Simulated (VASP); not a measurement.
# BeTe (P6_3/mmc) in VASP: further runs, part 2 of 2

VASP 6.6.1.

## 3. Relaxation of cell and atoms, PBEsol

This run uses another cell than the first one, of 30.84 Å³/atom, 1.076 times its volume.

File INCAR:

```
SYSTEM = BeTe
PREC = Accurate
ENCUT = 600
EDIFF = 1E-6
ISMEAR = -1
SIGMA = 0.02
LREAL = .FALSE.
LASPH = .TRUE.
NELM = 80
ALGO = Normal
ISIF = 3
LWAVE = .FALSE.
LCHARG = .FALSE.
GGA = PS
IBRION = 2
NSW = 80
EDIFFG = -0.005
```

File KPOINTS:

```
Automatic mesh
0
G
  6 6 4
  0 0 0
```

File POSCAR:

```
BeTe
1.0
    4.0330516282      0.0000000000      0.0000000000
   -2.0165258141      3.4927251648      0.0000000000
    0.0000000000      0.0000000000      8.7573524857
Be Te
2 2
Direct
    0.3333333333      0.6666666667      0.2500000000
    0.6666666667      0.3333333333      0.7500000000
    0.6666666667      0.3333333333      0.2500000000
    0.3333333333      0.6666666667      0.7500000000
```

Potentials or basis: VASP PAW PBE potentials, release 64 (Be, Te).

Launch:

```
$ cat potpaw_PBE.64/Be/POTCAR potpaw_PBE.64/Te/POTCAR > POTCAR
$ mpirun -np 1 vasp_std > vasp.out
```

OUTCAR:

```text
SYSTEM = BeTe
   PREC = Accurate
   ENCUT = 600
   EDIFF = 1E-6
   ISMEAR = -1
   LREAL = .FALSE.
   LASPH = .TRUE.
   NELM = 80
   ISIF = 3
   GGA = PS
   IBRION = 2
   NSW = 80
   EDIFFG = -0.005

 ion  position               nearest neighbor table
   1  0.333  0.667  0.250-   3 2.33   3 2.33   3 2.33
   2  0.667  0.333  0.750-   4 2.33   4 2.33   4 2.33
   3  0.667  0.333  0.250-   1 2.33   1 2.33   1 2.33
   4  0.333  0.667  0.750-   2 2.33   2 2.33   2 2.33

  LATTYP: Found a hexagonal cell.
 ALAT       =     4.0330516282
 C/A-ratio  =     2.1713960775

  Lattice vectors:

 A1 = (   4.0330516282,   0.0000000000,   0.0000000000)
 A2 = (  -2.0165258141,   3.4927251648,   0.0000000000)
[... 289 lines left out ...]

[... ionic steps 4 to 11 ...]

--------------------------------------- Ionic step       12  -------------------------------------------

 number of electron      16.0000000 magnetization

------------------------ aborting loop because EDIFF is reached ----------------------------------------
[... 71 lines left out ...]
--------------------------------------- Ionic step       14  -------------------------------------------

 number of electron      16.0000000 magnetization

 Free energy of the ion-electron system (eV)
  ---------------------------------------------------
  ext. energy  EPLUGINS =         0.00000000
  ---------------------------------------------------
  free energy    TOTEN  =       -15.30157857 eV

  energy without entropy =      -15.30157857  energy(sigma->0) =      -15.30157857

 E-fermi :   4.4810     XC(G=0):  -8.7175

 val. band max:        4.0316741585   @ k =   0.1667   0.0000   0.0000
 cond. band min:       6.0103293070   @ k =   0.5000  -0.0000   0.0000
 fundamental gap:      1.9786551485
 Fermi energy:         4.4809879906

 k-point     1 :       0.0000    0.0000    0.0000
  band No.  band energies     occupation
      1      -7.9909      2.00000
      2      -7.2086      2.00000
      3      -0.3344      2.00000
      4       2.5289      2.00000
      5       2.5289      2.00000
      6       3.0479      2.00000
      7       3.0479      2.00000
      8       3.9192      2.00000
      9       6.4967      0.00000
     10       7.2343      0.00000
     11       7.6816      0.00000
     12       7.6816      0.00000
[... 329 lines left out ...]
  FREE ENERGIE OF THE ION-ELECTRON SYSTEM (eV)
  ---------------------------------------------------
  free  energy   TOTEN  =       -15.3015785694 eV

  energy  without entropy=      -15.3015785694  energy(sigma->0) =      -15.30157857

 reached required accuracy - stopping structural energy minimisation
```

OSZICAR:

```text
N       E                     dE             d eps       ncg     rms          rms(c)
DAV:   1     0.673743984140E+02    0.67374E+02   -0.60787E+03   504   0.116E+03
DAV:   2    -0.972912181178E+01   -0.77104E+02   -0.71324E+02   700   0.158E+02
DAV:   3    -0.153218084410E+02   -0.55927E+01   -0.55505E+01   636   0.521E+01
[... 124 lines left out ...]
DAV:   1    -0.153016870047E+02   -0.16564E-03   -0.29994E-03   544   0.311E-01    0.414E-02
DAV:   2    -0.153016108364E+02    0.76168E-04   -0.13399E-04   552   0.926E-02    0.234E-02
DAV:   3    -0.153015806696E+02    0.30167E-04   -0.91865E-05   592   0.524E-02    0.767E-03
DAV:   4    -0.153015795405E+02    0.11292E-05   -0.40681E-06   532   0.145E-02    0.551E-03
DAV:   5    -0.153015785694E+02    0.97106E-06   -0.12447E-06   280   0.691E-03
  14 F= -.15301579E+02 E0= -.15301579E+02  d E =-.275944E-04
```

CONTCAR:

```text
BeTe
   1.00000000000000
     4.0391613291174258   -0.0000000000000000    0.0000000000000000
    -2.0195806645587129    3.4980163210040280    0.0000000000000000
     0.0000000000000000    0.0000000000000000    7.0591654447815344
  Be              Te
     2     2
Direct
     0.3333333332999970    0.6666666667000030    0.2500000000000000
     0.6666666667000030    0.3333333332999970    0.7500000000000000
     0.6666666667000030    0.3333333332999970    0.2500000000000000
     0.3333333332999970    0.6666666667000030    0.7500000000000000

  0.00000000E+00  0.00000000E+00  0.00000000E+00
  0.00000000E+00  0.00000000E+00  0.00000000E+00
  0.00000000E+00  0.00000000E+00  0.00000000E+00
  0.00000000E+00  0.00000000E+00  0.00000000E+00
```

Run time: 5.1 min. Hardware: 1 thread of Intel Xeon Platinum 8259CL at 2.50GHz (Skylake/Cascade Lake), shared host; peak memory 0.28 GiB.

Results:

| Quantity | Value |
| --- | --- |
| Free energy | -15.3016 eV |
| Relaxed volume | 24.93 Å³/atom |
| Relaxed cell | a = 4.039 Å, b = 4.039 Å, c = 7.059 Å, α = 90.00°, β = 90.00°, γ = 120.00° |
| Space group after relaxing (to 0.05 Å) | P6_3/mmc (No. 194) |
| Energy gained by relaxing | 22.1 meV/atom |
| Ionic steps | 14 |
| Pressure after relaxing | 0.0 GPa |
| Band gap on the k mesh | 1.98 eV, indirect (least direct gap 2.39 eV) |

Step by step:
| step | energy change (eV) | largest force (eV/Å) | pressure (GPa) | volume (Å³) |
| --- | --- | --- | --- | --- |
| 1 | 0.0000 | 0.0000 | -0.89 | 123.36 |
| 2 | -0.0063 | 0.0000 | 0.18 | 120.34 |
| 3 | -0.0069 | 0.0000 | -0.06 | 120.98 |
| 4 | -0.0108 | 0.0000 | -0.06 | 120.08 |
| 5 | -0.0231 | 0.0000 | -0.05 | 117.39 |
| 6 | -0.0479 | 0.0000 | 0.03 | 112.00 |
| 7 | -0.0826 | 0.0000 | 0.64 | 101.19 |
| 8 | -0.0875 | 0.0000 | -0.23 | 101.35 |
| 9 | -0.0876 | 0.0000 | -0.15 | 101.34 |
| 10 | -0.0879 | 0.0000 | -0.14 | 101.05 |
| 11 | -0.0884 | 0.0000 | -0.10 | 100.18 |
| 12 | -0.0884 | 0.0000 | -0.06 | 99.81 |
| 13 | -0.0884 | 0.0000 | 0.10 | 99.65 |
| 14 | -0.0885 | 0.0000 | 0.00 | 99.74 |

Final structure:
```xyz
4
Lattice="4.0392 0.0000 0.0000 -2.0196 3.4980 0.0000 0.0000 0.0000 7.0592" Properties=species:S:1:pos:R:3 pbc="T T T"
Be    0.0000    2.3320    1.7648
Be    2.0196    1.1660    5.2944
Te    2.0196    1.1660    1.7648
Te    0.0000    2.3320    5.2944
```

Caveat: the volume moved by over 15 % at a fixed basis, so the end points are rough; the PAW data sets were made with another functional, which shifts forces and pressure a little; spin-orbit coupling is left out, which moves the levels of the heavy elements. A hybrid or GW would open this gap; PBEsol tends to underestimate it.

## 4. Relaxation of cell and atoms, LDA

This run uses another cell than the first one, of 30.84 Å³/atom, 1.076 times its volume.

File INCAR:

```
SYSTEM = BeTe
ALGO = Normal
EDIFF = 1E-6
EDIFFG = -0.005
ENCUT = 600
IBRION = 2
ISIF = 3
ISMEAR = -1
LASPH = .True.
LCHARG = .False.
LREAL = .False.
LWAVE = .False.
NELM = 60
NSW = 80
PREC = Accurate
SIGMA = 0.02
```

File KPOINTS:

```
k-points
0
Gamma
  6 6 4
  0 0 0
```

POSCAR is that of step 3.

Potentials or basis: VASP PAW LDA potentials, release 64 (Be, Te).

Launch:

```
$ cat potpaw_LDA.64/Be/POTCAR potpaw_LDA.64/Te/POTCAR > POTCAR
$ mpirun -np 1 vasp_std > vasp.out
```

It took 4.7 min on 1 thread of Intel Xeon Platinum 8259CL at 2.50GHz (Skylake/Cascade Lake), shared host; peak memory 0.24 GiB.

It converged, with:

```yaml
Free_energy: -16.2958 eV
Relaxed_volume: 24.21 Å³/atom
Relaxed_cell: a = 4.003 Å, b = 4.003 Å, c = 6.978 Å, α = 90.00°, β = 90.00°, γ = 120.00°
Space_group_after_relaxing_to_0.05_Å: P6_3/mmc (No. 194)
Energy_gained_by_relaxing: 39.3 meV/atom
Ionic_steps: 16
Pressure_after_relaxing: 0.0 GPa
Band_gap_on_the_k_mesh: 1.91 eV, indirect (least direct gap 2.40 eV)
```

Step by step:
| step | energy change (eV) | largest force (eV/Å) | pressure (GPa) | volume (Å³) |
| --- | --- | --- | --- | --- |
| 1 | 0.0000 | 0.0000 | -2.06 | 123.36 |
| 2 | -0.0271 | 0.0000 | 0.80 | 116.41 |
| 3 | -0.0353 | 0.0000 | -0.20 | 118.59 |
| 4 | -0.0431 | 0.0000 | -0.22 | 117.47 |
| 5 | -0.0668 | 0.0000 | -0.20 | 114.10 |
| 6 | -0.1123 | 0.0000 | -0.08 | 107.35 |
| 7 | -0.1485 | 0.0000 | 1.26 | 93.78 |
| 8 | -0.1519 | 0.0000 | 0.60 | 98.06 |
| 9 | -0.1398 | 0.0000 | -1.67 | 99.59 |
| 10 | -0.1559 | 0.0000 | -0.19 | 98.57 |
| 11 | -0.1559 | 0.0000 | -0.17 | 98.56 |
| 12 | -0.1567 | 0.0000 | -0.15 | 97.97 |
| 13 | -0.1572 | 0.0000 | -0.10 | 97.20 |
| 14 | -0.1573 | 0.0000 | -0.07 | 96.92 |
| 15 | -0.1570 | 0.0000 | 0.24 | 96.58 |
| 16 | -0.1573 | 0.0000 | 0.00 | 96.84 |

Final structure:
```cif
data_structure
_symmetry_space_group_name_H-M 'P 1'
_symmetry_Int_Tables_number 1
_cell_length_a 4.0030
_cell_length_b 4.0030
_cell_length_c 6.9783
_cell_angle_alpha 90.000
_cell_angle_beta 90.000
_cell_angle_gamma 120.000
_cell_volume 96.84
loop_
_atom_site_label
_atom_site_type_symbol
_atom_site_fract_x
_atom_site_fract_y
_atom_site_fract_z
_atom_site_occupancy
Be1 Be 0.33333 0.66667 0.25000 1
Be2 Be 0.66667 0.33333 0.75000 1
Te1 Te 0.66667 0.33333 0.25000 1
Te2 Te 0.33333 0.66667 0.75000 1
```

Levels at points of the mesh, in eV from the valence-band top:
```tsv
k point	band 4	band 5	band 6	band 7	band 8	band 9	band 10	band 11	band 12
(0.00, 0.00, 0.00)	-1.55	-1.55	-1.01	-1.01	-0.12	2.57	3.36	3.61	3.61
(0.50, 0.00, 0.00)	-5.07	-3.02	-2.57	-2.35	-1.00	1.96	2.83	3.22	4.65
(0.00, 0.00, 0.50)	-2.81	-1.30	-1.30	-1.30	-1.30	3.06	3.06	3.99	3.99
(0.50, 0.00, 0.50)	-5.44	-2.71	-2.71	-1.11	-1.11	2.03	2.03	2.61	2.61
```

Caveat: the volume moved by over 15 % at a fixed basis, so the end points are rough; spin-orbit coupling is left out, which moves the levels of the heavy elements. Expect the measured gap to be larger: semilocal functionals such as LDA lack the derivative discontinuity.

## 5. Single point, r2SCAN

File POSCAR:

```
BeTe
1.0
    4.0308527429      0.0000000000      0.0000000000
   -2.0154263714      3.4908208742      0.0000000000
    0.0000000000      0.0000000000      8.1440445297
Be Te
2 2
Direct
    0.3333333333      0.6666666667      0.2500000000
    0.6666666667      0.3333333333      0.7500000000
    0.6666666667      0.3333333333      0.2500000000
    0.3333333333      0.6666666667      0.7500000000
```

File INCAR.step1:

```
PREC     = Accurate       # precision mode
ENCUT    = 520            # plane-wave cutoff, eV
ISMEAR   = 0              # smearing method
SIGMA    = 0.01           # smearing width, eV
LREAL    = F              # projectors in reciprocal space
LASPH    = T              # aspherical terms in the spheres
NELM     = 100            # most SCF steps
NBANDS   = 16             # bands
GGA      = PE             # functional
ALGO     = Normal         # electronic algorithm
EDIFF    = 1E-4           # SCF threshold, eV
LWAVE    = T              # write WAVECAR
LCHARG   = F              # write CHGCAR
```

File INCAR.step2:

```
PREC     = Accurate       # precision mode
ENCUT    = 520            # plane-wave cutoff, eV
EDIFF    = 1E-6           # SCF threshold, eV
ISMEAR   = 0              # smearing method
SIGMA    = 0.01           # smearing width, eV
LREAL    = F              # projectors in reciprocal space
LASPH    = T              # aspherical terms in the spheres
NELM     = 100            # most SCF steps
ALGO     = Normal         # electronic algorithm
ISIF     = 2              # what is computed and relaxed
LWAVE    = F              # write WAVECAR
LCHARG   = F              # write CHGCAR
METAGGA  = R2SCAN         # meta-GGA
LMIXTAU  = T            
NBANDS   = 16             # bands
ISTART   = 1
```

File KPOINTS:

```
Automatic mesh
0
Gamma
  12 12 4
```

Potentials or basis: VASP PAW PBE potentials, release 64 (Be, Te).

Launch:

```
$ cat potpaw_PBE.64/Be/POTCAR potpaw_PBE.64/Te/POTCAR > POTCAR
$ cp INCAR.step1 INCAR
$ mpirun -np 1 vasp_std > vasp.out
$ cp INCAR.step2 INCAR
$ mpirun -np 1 vasp_std > vasp.out
```

It took 3.1 min on 1 thread of Intel Xeon Platinum 8488C (Sapphire Rapids), shared host; peak memory 0.3 GiB.

Results (log left out):

```
Free energy            : -60.4469 eV
Pressure               : 0.0 GPa
Band gap on the k mesh : 3.04 eV, indirect (least direct gap 3.22 eV)
```

Stress tensor (GPa, compression positive):
```
 0.08  0.00  0.00
 0.00  0.08  0.00
 0.00  0.00 -0.01
```

Levels at points of the mesh, in eV from the valence-band top:
```
           k point  band 4  band 5  band 6  band 7  band 8  band 9  band 10  band 11  band 12  band 13
(0.00, 0.00, 0.00)   -0.73   -0.73   -0.72   -0.54   -0.54    4.16     4.16     4.94     4.94     5.30
(0.50, 0.00, 0.00)   -4.67   -2.18   -1.94   -1.18   -0.13    3.21     3.42     3.99     4.57     7.70
(0.00, 0.00, 0.50)   -2.11   -0.64   -0.64   -0.64   -0.64    4.39     4.39     5.11     5.11     5.11
(0.50, 0.00, 0.50)   -4.78   -2.06   -2.06   -0.52   -0.52    3.24     3.24     3.71     3.71     8.93
```

Caveat: the PAW data sets were made with another functional, which shifts forces and pressure a little; spin-orbit coupling is left out, which moves the levels of the heavy elements. A k mesh can miss the band edges.

## 6. Relaxation of cell and atoms, r2SCAN

This run uses another cell than the first one, of 30.84 Å³/atom, 1.076 times its volume.

File POSCAR:

```
BeTe
1.0
    4.0330516282      0.0000000000      0.0000000000
   -2.0165258141      3.4927251648      0.0000000000
    0.0000000000      0.0000000000      8.7573524857
Be Te
2 2
Direct
    0.3333333333      0.6666666667      0.2500000000
    0.6666666667      0.3333333333      0.7500000000
    0.6666666667      0.3333333333      0.2500000000
    0.3333333333      0.6666666667      0.7500000000
```

File INCAR.step1:

```
SYSTEM = BeTe
PREC     = Accurate       ! precision mode
ENCUT    = 600            ! plane-wave cutoff, eV
ISMEAR   = -1             ! smearing method
SIGMA    = 0.02           ! smearing width, eV
LREAL    = .FALSE.        ! projectors in reciprocal space
LASPH    = .TRUE.         ! aspherical terms in the spheres
NELM     = 100            ! most SCF steps
GGA      = PE             ! functional
ALGO     = Normal         ! electronic algorithm
EDIFF    = 1E-4           ! SCF threshold, eV
LWAVE    = .TRUE.         ! write WAVECAR
LCHARG   = .FALSE.        ! write CHGCAR
```

File INCAR.step2:

```
SYSTEM = BeTe
PREC     = Accurate       ! precision mode
ENCUT    = 600            ! plane-wave cutoff, eV
EDIFF    = 1E-7           ! SCF threshold, eV
ISMEAR   = -1             ! smearing method
SIGMA    = 0.02           ! smearing width, eV
LREAL    = .FALSE.        ! projectors in reciprocal space
LASPH    = .TRUE.         ! aspherical terms in the spheres
NELM     = 100            ! most SCF steps
ALGO     = Normal         ! electronic algorithm
ISIF     = 3              ! what is computed and relaxed
LWAVE    = .FALSE.        ! write WAVECAR
LCHARG   = .FALSE.        ! write CHGCAR
METAGGA  = R2SCAN         ! meta-GGA
LMIXTAU  = .TRUE.       
IBRION   = 2              ! ionic algorithm
NSW      = 80             ! ionic steps
EDIFFG   = -0.005         ! ionic threshold
ISTART   = 1
```

File KPOINTS:

```
Automatic mesh
0
G
  6 6 4
  0 0 0
```

Potentials or basis: VASP PAW PBE potentials, release 64 (Be, Te).

Launch:

```
$ cat potpaw_PBE.64/Be/POTCAR potpaw_PBE.64/Te/POTCAR > POTCAR
$ cp INCAR.step1 INCAR
$ mpirun -np 1 vasp_std > vasp.out
$ cp INCAR.step2 INCAR
$ mpirun -np 1 vasp_std > vasp.out
```

It took 11 min on 1 thread of Intel Xeon Platinum 8488C (Sapphire Rapids), shared host; peak memory 0.3 GiB.

It converged, with:

| Item | Value |
| --- | --- |
| Free energy | -60.4444 eV |
| Relaxed volume | 28.61 Å³/atom |
| Relaxed cell | a = 4.033 Å, b = 4.033 Å, c = 8.126 Å, α = 90.00°, β = 90.00°, γ = 120.00° |
| Space group after relaxing (to 0.05 Å) | P6_3/mmc (No. 194) |
| Energy gained by relaxing | 3.5 meV/atom |
| Ionic steps | 10 |
| Pressure after relaxing | 0.0 GPa |
| Band gap on the k mesh | 3.06 eV, indirect (least direct gap 3.22 eV) |

The path:
| step | energy change (eV) | largest force (eV/Å) | pressure (GPa) | volume (Å³) |
| --- | --- | --- | --- | --- |
| 1 | 0.0000 | 0.0000 | -0.28 | 123.36 |
| 2 | -0.0014 | 0.0000 | -0.04 | 122.39 |
| 3 | -0.0018 | 0.0000 | 0.11 | 121.76 |
| 4 | -0.0027 | 0.0000 | 0.10 | 121.47 |
| 5 | -0.0052 | 0.0000 | 0.07 | 120.58 |
| 6 | -0.0095 | 0.0000 | 0.02 | 118.79 |
| 7 | -0.0138 | 0.0000 | -0.05 | 115.19 |
| 8 | -0.0139 | 0.0000 | -0.06 | 114.67 |
| 9 | -0.0138 | 0.0000 | 0.09 | 114.13 |
| 10 | -0.0139 | 0.0000 | 0.00 | 114.46 |

Final structure:
```
CELL_PARAMETERS angstrom
4.03280 0.00000 0.00000
-2.01640 3.49250 0.00000
0.00000 0.00000 8.12639
ATOMIC_POSITIONS crystal
Be 0.33333 0.66667 0.25000
Be 0.66667 0.33333 0.75000
Te 0.66667 0.33333 0.25000
Te 0.33333 0.66667 0.75000
```

Levels at points of the mesh, in eV from the valence-band top:
| k point | band 6 | band 7 | band 8 | band 9 | band 10 | band 11 |
| --- | --- | --- | --- | --- | --- | --- |
| (0.00, 0.00, 0.00) | -0.67 | -0.51 | -0.51 | 4.16 | 4.18 | 4.96 |
| (0.50, 0.00, 0.00) | -1.91 | -1.16 | -0.10 | 3.24 | 3.44 | 4.02 |
| (0.00, 0.00, 0.50) | -0.61 | -0.61 | -0.61 | 4.41 | 4.41 | 5.13 |
| (0.50, 0.00, 0.50) | -2.03 | -0.49 | -0.49 | 3.26 | 3.26 | 3.73 |

Caveat: the PAW data sets were made with another functional, which shifts forces and pressure a little; spin-orbit coupling is left out, which moves the levels of the heavy elements.

## 7. Overview

```csv
task,level,potentials or basis,cell,k mesh,cutoff (eV),smearing,gap on the mesh (eV),pressure (GPa),relaxed volume (Å³/atom)
single point,LDA,"VASP PAW LDA potentials, release 64 (Be, Te)","a = 4.031, b = 4.031, c = 8.144 Å, angles 90.0, 90.0, 120.0°, 4 atoms",12 × 12 × 4,520,gaussian 0.01 eV,2.48,-2.0,-
relaxation of cell and atoms,PBEsol,"VASP PAW PBE potentials, release 64 (Be, Te)","relaxed from a = 4.033, b = 4.033, c = 8.757 Å, angles 90.0, 90.0, 120.0°, 4 atoms",6 × 6 × 4,600,fermi-dirac 0.02 eV,1.98,0.0,24.93
relaxation of cell and atoms,LDA,"VASP PAW LDA potentials, release 64 (Be, Te)","relaxed from a = 4.033, b = 4.033, c = 8.757 Å, angles 90.0, 90.0, 120.0°, 4 atoms",6 × 6 × 4,600,fermi-dirac 0.02 eV,1.91,0.0,24.21
single point,r2SCAN,"VASP PAW PBE potentials, release 64 (Be, Te)","a = 4.031, b = 4.031, c = 8.144 Å, angles 90.0, 90.0, 120.0°, 4 atoms",12 × 12 × 4,520,gaussian 0.01 eV,3.04,0.0,-
relaxation of cell and atoms,r2SCAN,"VASP PAW PBE potentials, release 64 (Be, Te)","relaxed from a = 4.033, b = 4.033, c = 8.757 Å, angles 90.0, 90.0, 120.0°, 4 atoms",6 × 6 × 4,600,fermi-dirac 0.02 eV,3.06,0.0,28.61
```

Alike in all rows: no spin polarisation.

Caveats: spin-orbit coupling is left out, which moves the levels of the heavy elements; the PAW data sets were made with another functional, which shifts forces and pressure a little (some runs); the volume moved by over 15 % at a fixed basis, so the end points are rough (some runs).

Absolute energies hang on the potentials; compare differences alone.
